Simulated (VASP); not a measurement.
# Nb (P6_3/mmc) in VASP: relaxation of cell and atoms with PBE

Aim: the relaxation of cell and atoms of Nb with PBE.

Program: VASP 6.6.1. These are calculated values, not measurements. Logs are shortened: lines on timing, memory, paths and dates and some standing lists are left out, and cuts for length are marked.

### 1 The cell of the first run

It takes space group P6_3/mmc (No. 194, hexagonal). The conventional cell has a = 2.868 Å, b = 2.868 Å, c = 5.239 Å, α = 90.00°, β = 90.00°, γ = 120.00°. Within 3.8 Å of Nb (site symmetry -6m2) lie 12 Nb at 2.87 to 3.10 Å.

This isn't the form of Nb at room conditions, which is bcc.

### 2 Relaxation of cell and atoms, PBE

Input file INCAR:

```
  ALGO = Normal
  EDIFF = 1E-7
  EDIFFG = -0.005
  ENCUT = 600
  GGA = PE
  IBRION = 2
  ISIF = 3
  ISMEAR = -1
  LASPH = True
  LCHARG = False
  LREAL = False
  LWAVE = False
  NELM = 80
  NSW = 45
  PREC = Accurate
  SIGMA = 0.05
```

Input file KPOINTS:

```
k-points
0
Gamma
  16 16 9
```

Input file POSCAR:

```
Nb
1.0
    2.8683794130      0.0000000000      0.0000000000
   -1.4341897065      2.4840894394      0.0000000000
    0.0000000000      0.0000000000      5.2394386741
Nb
2
Direct
    0.3333333333      0.6666666667      0.2500000000
    0.6666666667      0.3333333333      0.7500000000
```

Potentials or basis: VASP PAW PBE potentials, release 64 (Nb_sv).

Run with:

```
$ cat potpaw_PBE.64/Nb_sv/POTCAR > POTCAR
$ mpirun -np 1 vasp_std > vasp.out
```

OUTCAR:

```text
EDIFF = 1E-7
   EDIFFG = -0.005
   ENCUT = 600
   GGA = PE
   IBRION = 2
   ISIF = 3
   ISMEAR = -1
   LASPH = True
   LREAL = False
   NELM = 80
   NSW = 45
   PREC = Accurate

 ion  position               nearest neighbor table
   1  0.333  0.667  0.250-
   2  0.667  0.333  0.750-

  LATTYP: Found a hexagonal cell.
 ALAT       =     2.8683794130
 C/A-ratio  =     1.8266198155

  Lattice vectors:

 A1 = (   2.8683794130,   0.0000000000,   0.0000000000)
 A2 = (  -1.4341897065,   2.4840894394,   0.0000000000)
 A3 = (   0.0000000000,   0.0000000000,   5.2394386741)

Analysis of symmetry for initial positions (statically):
=====================================================================
 Subroutine PRICEL returns:
 Original cell was already a primitive cell.

 Routine SETGRP: Setting up the symmetry group for a
 hexagonal supercell.

 Subroutine GETGRP returns: Found 24 space group operations
 (whereof 12 operations were pure point group operations)
 out of a pool of 24 trial point group operations.

The static configuration has the point symmetry D_3d.
 The point group associated with its full space group is D_6h.

Analysis of symmetry for dynamics (positions and initial velocities):
=====================================================================
 Subroutine PRICEL returns:
 Original cell was already a primitive cell.

 Routine SETGRP: Setting up the symmetry group for a
 hexagonal supercell.

 Subroutine GETGRP returns: Found 24 space group operations
 (whereof 12 operations were pure point group operations)
 out of a pool of 24 trial point group operations.

The dynamic configuration has the point symmetry D_3d.
 The point group associated with its full space group is D_6h.

 Subroutine INISYM returns: Found 24 space group operations
 (whereof 12 operations are pure point group operations),
 and found     1 'primitive' translations

----------------------------------------------------------------------------------------

                                     Primitive cell

  volume of cell :      37.3326

  direct lattice vectors                    reciprocal lattice vectors
     2.868379413  0.000000000  0.000000000     0.348628914  0.201280997  0.000000000
    -1.434189706  2.484089439  0.000000000     0.000000000  0.402561995  0.000000000
     0.000000000  0.000000000  5.239438674     0.000000000  0.000000000  0.190860140

  length of vectors
     2.868379413  2.868379413  5.239438674     0.402561995  0.402561995  0.190860140

  position of ions in fractional coordinates (direct lattice)
     0.333333333  0.666666667  0.250000000
     0.666666667  0.333333333  0.750000000

  ion indices of the primitive-cell ions
   primitive index   ion index
                 1           1
                 2           2

----------------------------------------------------------------------------------------

 KPOINTS: k-points

Automatic generation of k-mesh.
 Grid dimensions read from file:
 generate k-points for:   16   16    9

 Generating k-lattice:

  Cartesian coordinates                     Fractional coordinates (reciprocal lattice)
     0.021789307  0.012580062  0.000000000     0.062500000  0.000000000  0.000000000
     0.000000000  0.025160125  0.000000000     0.000000000  0.062500000  0.000000000
     0.000000000  0.000000000  0.021206682     0.000000000  0.000000000  0.111111111

  Length of vectors
     0.025160125  0.025160125  0.021206682

  Shift w.r.t. Gamma in fractional coordinates (k-lattice)
     0.000000000  0.000000000  0.000000000

 Subroutine IBZKPT returns following result:
 ===========================================

 Found    150 irreducible k-points:

 Following reciprocal coordinates:
            Coordinates               Weight
  0.000000  0.000000  0.000000      1.000000
  0.062500  0.000000  0.000000      6.000000
  0.125000  0.000000  0.000000      6.000000
  0.187500 -0.000000  0.000000      6.000000
  0.250000  0.000000  0.000000      6.000000
  0.312500  0.000000  0.000000      6.000000
[... 16 lines left out ...]
  0.187500  0.187500  0.000000      6.000000
  0.250000  0.187500  0.000000     12.000000
 [... further k-points ...]
   k-points           NKPTS =    150   k-points in BZ     NKDIM =    150   number of bands    NBANDS=     17
   number of dos      NEDOS =    301   number of ions     NIONS =      2
   total plane-waves  NPLWV =  24192
   dimension x,y,z NGX =    24 NGY =   24 NGZ =   42
   dimension x,y,z NGXF=    48 NGYF=   48 NGZF=   84
   ions per type =               2
   NGX,Y,Z   is equivalent  to a cutoff of  13.91, 13.91, 13.33 a.u.
   NGXF,Y,Z  is equivalent  to a cutoff of  27.82, 27.82, 26.65 a.u.
 SYSTEM =  unknown system
   PREC   = accura    normal or accurate (medium, high low for compatibility)
   ISTART =      0    job   : 0-new  1-cont  2-samecut
   ICHARG =      2    charge: 1-file 2-atom 10-const
   ISPIN  =      1    spin polarized calculation?
   LNONCOLLINEAR =      F non collinear calculations
   LSORBIT =      F    spin-orbit coupling
   LASPH  =      T    aspherical Exc in radial PAW
   ENCUT  =  600.0 eV  44.10 Ry    6.64 a.u.   5.73  5.73 10.46*2*pi/ulx,y,z
   NELM   =     80;   NELMIN=  2; NELMDL= -5     # of ELM steps
   EDIFF  = 0.1E-06   stopping-criterion for ELM
   LREAL  =      F    real-space projection
   EDIFFG = -.5E-02   stopping-criterion for IOM
   NSW    =     45    number of steps for IOM
   IBRION =      2    ionic relax: 0-MD 1-quasi-New 2-CG
   NFREE  =      1    steps in history (QN), initial steepest desc. (CG)
   ISIF   =      3    stress and relaxation
   ISYM   =      2    0-nonsym 1-usesym 2-fastsym
   POTIM  = 0.5000    time-step for ionic-motion
   TEBEG  =    0.0;   TEEND  =   0.0 temperature during run
   PSTRESS=    0.0 pullay stress
   NELECT =      26.0000    total number of electrons
   NUPDOWN=      -1.0000    fix difference up-down
   EMIN   =  10.00;   EMAX   =-10.00  energy-range for DOS
   EFERMI =   0.00;   METHOD = LEGACY
   ISMEAR =    -1;   SIGMA  =   0.05  broadening in eV -4-tet -1-fermi 0-gaus
   EFERMI_NEDOS =   21; number of points for ismear=-14 and -15
   IALGO  =     38    algorithm
   IMIX   =      4    mixing-type and parameters
     AMIX     =   0.40;   BMIX     =  1.00
     AMIX_MAG =   1.60;   BMIX_MAG =  1.00
  volume/ion in A,a.u.               =      18.67       125.97
  Fermi-wavevector in a.u.,A,eV,Ry     =   1.451119  2.742218 28.650426  2.105747
  Thomas-Fermi vector in A             =   2.568653
   LORBIT       =      0    0 simple, 1 ext, 2 COOP (PROOUT), +10 PAW based schemes
   GGA     = PE    functional components
   LHFCALC =     F    Hartree Fock is set to
   AEXX    =    0.0000 exact exchange contribution
   IVDW    =     0    specifies the selected vdW correction
   LEPSILON=     F    determine dielectric tensor
   LRPA    =     F    only Hartree local field effects (RPA)
 conjugate gradient relaxation of ions
 non-spin polarized calculation
  energy-cutoff  :      600.00
  volume of cell :       37.33
 maximum number of plane-waves:      1266
 NGX is ok and might be reduce to    24
   NGX = 11   NGY = 11   NGZ = 21

--------------------------------------- Ionic step        1  -------------------------------------------

 number of electron      25.9999999 magnetization

 Free energy of the ion-electron system (eV)
  ---------------------------------------------------
  ext. energy  EPLUGINS =         0.00000000
  ---------------------------------------------------
  free energy    TOTEN  =       -19.85646281 eV

  energy without entropy =      -19.83292422  energy(sigma->0) =      -19.84469352

------------------------ aborting loop because EDIFF is reached ----------------------------------------

  FORCE on cell =-STRESS in cart. coord.  units (eV):
  Direction    XX          YY          ZZ          XY          YZ          ZX
  --------------------------------------------------------------------------------------
  -------------------------------------------------------------------------------------
  Total       -0.0674001     -0.0674001     -0.0708599      0.0000000     -0.0000000      0.0000000
  in kB       -2.8925629     -2.8925629     -3.0410449      0.0000000     -0.0000000      0.0000000
  external PRESSURE =      -2.9420569 kB  Pullay stress =       0.0000000 kB

 VOLUME and BASIS-vectors are now :
 -----------------------------------------------------------------------------
  energy-cutoff  :      600.00
  volume of cell :       37.33
      direct lattice vectors                 reciprocal lattice vectors
     2.868379413  0.000000000  0.000000000     0.348628914  0.201280997  0.000000000
    -1.434189706  2.484089439  0.000000000     0.000000000  0.402561995  0.000000000
     0.000000000  0.000000000  5.239438674     0.000000000  0.000000000  0.190860140
[... 37 lines left out ...]
 POSITION                                       TOTAL-FORCE (eV/Angst)
 -----------------------------------------------------------------------------------
     -0.00000      1.65337      1.30762         0.000000     -0.000000      0.000000
      1.43186      0.82668      3.92286        -0.000000      0.000000      0.000000
 -----------------------------------------------------------------------------------
    total drift:                               -0.000000      0.000000     -0.000000

  FREE ENERGIE OF THE ION-ELECTRON SYSTEM (eV)
  ---------------------------------------------------
  free  energy   TOTEN  =       -19.8563397025 eV

  energy  without entropy=      -19.8329725589  energy(sigma->0) =      -19.84465613

--------------------------------------- Ionic step        3  -------------------------------------------

 number of electron      25.9999999 magnetization

 Free energy of the ion-electron system (eV)
  ---------------------------------------------------
  ext. energy  EPLUGINS =         0.00000000
  ---------------------------------------------------
  free energy    TOTEN  =       -19.85652568 eV

  energy without entropy =      -19.83305052  energy(sigma->0) =      -19.84478810

 E-fermi :  11.0713     XC(G=0): -12.3098

 val. band max:       11.0648467618   @ k =   0.2500   0.2500   0.1111
 cond. band min:      11.0745559794   @ k =   0.3125   0.1250   0.1111
 fundamental gap:      0.0097092176
 Fermi energy:        11.0712716195

 k-point     1 :       0.0000    0.0000    0.0000
  band No.  band energies     occupation
      1     -43.6811      2.00000
      2     -43.5568      2.00000
      3     -20.1622      2.00000
      4     -19.2366      2.00000
      5     -19.0095      2.00000
      6     -19.0095      2.00000
[... 9 lines left out ...]
     16      11.8323      0.00000
     17      13.6367      0.00000
[... 441 lines left out ...]
 k-point    24 :       0.2500    0.1875    0.0000
  band No.  band energies     occupation
      1     -43.4683      2.00000
      2     -43.4108      2.00000
      3     -19.9999      2.00000
      4     -19.9455      2.00000
      5     -19.7347      2.00000
      6     -19.4398      2.00000
[... 9 lines left out ...]
     16      12.7776      0.00000
     17      14.7997      0.00000

 [... further k-points ...]

------------------------ aborting loop because EDIFF is reached ----------------------------------------

  FORCE on cell =-STRESS in cart. coord.  units (eV):
  Direction    XX          YY          ZZ          XY          YZ          ZX
  --------------------------------------------------------------------------------------
  -------------------------------------------------------------------------------------
  Total        0.0035658      0.0035658     -0.0056188      0.0000000     -0.0000000      0.0000000
  in kB        0.1533101      0.1533101     -0.2415812      0.0000000     -0.0000000      0.0000000
  external PRESSURE =       0.0216797 kB  Pullay stress =       0.0000000 kB

 VOLUME and BASIS-vectors are now :
 -----------------------------------------------------------------------------
  energy-cutoff  :      600.00
  volume of cell :       37.26
      direct lattice vectors                 reciprocal lattice vectors
     2.866661624  0.000000000  0.000000000     0.348837823  0.201401611  0.000000000
    -1.433330812  2.482601791 -0.000000000     0.000000000  0.402803222  0.000000000
    -0.000000000 -0.000000000  5.236139859     0.000000000  0.000000000  0.190980384

 POSITION                                       TOTAL-FORCE (eV/Angst)
 -----------------------------------------------------------------------------------
     -0.00000      1.65507      1.30903         0.000000      0.000000      0.000000
      1.43333      0.82753      3.92710        -0.000000     -0.000000      0.000000
 -----------------------------------------------------------------------------------
    total drift:                               -0.000000      0.000000     -0.000000

  FREE ENERGIE OF THE ION-ELECTRON SYSTEM (eV)
  ---------------------------------------------------
  free  energy   TOTEN  =       -19.8565256768 eV

  energy  without entropy=      -19.8330505180  energy(sigma->0) =      -19.84478810

 reached required accuracy - stopping structural energy minimisation
```

Run time: 6.2 min. Hardware: 1 thread of Intel Xeon 8259CL, shared host; peak memory 0.24 GiB.

Results:

```yaml
Free_energy: -19.8565 eV
Relaxed_volume: 18.63 Å³/atom
Relaxed_cell: a = 2.867 Å, b = 2.867 Å, c = 5.236 Å, α = 90.00°, β = 90.00°, γ = 120.00°
Space_group_after_relaxing_to_0.1_Å: P6_3/mmc (No. 194)
Energy_gained_by_relaxing: 0.0 meV/atom
Ionic_steps: 3
Pressure_after_relaxing: 0.0 GPa
Band_gap_on_the_k_mesh: zero (bands 13 and 14 overlap by 2.39 eV)
```

Final structure:
```
Nb
1.0
     2.86666    0.00000    0.00000
    -1.43333    2.48260    0.00000
     0.00000    0.00000    5.23614
Nb
2
Direct
  0.33333 0.66667 0.25000
  0.66667 0.33333 0.75000
```

Levels at points of the mesh, in eV from the Fermi level:
```
           k point  band 10  band 11  band 12  band 13  band 14  band 15  band 16  band 17
(0.00, 0.00, 0.00)    -3.90    -0.98     0.32     0.32     0.43     0.76     0.76     2.57
(0.50, 0.00, 0.00)    -3.30    -3.25    -0.53     0.26     0.37     0.73     4.43     5.47
```
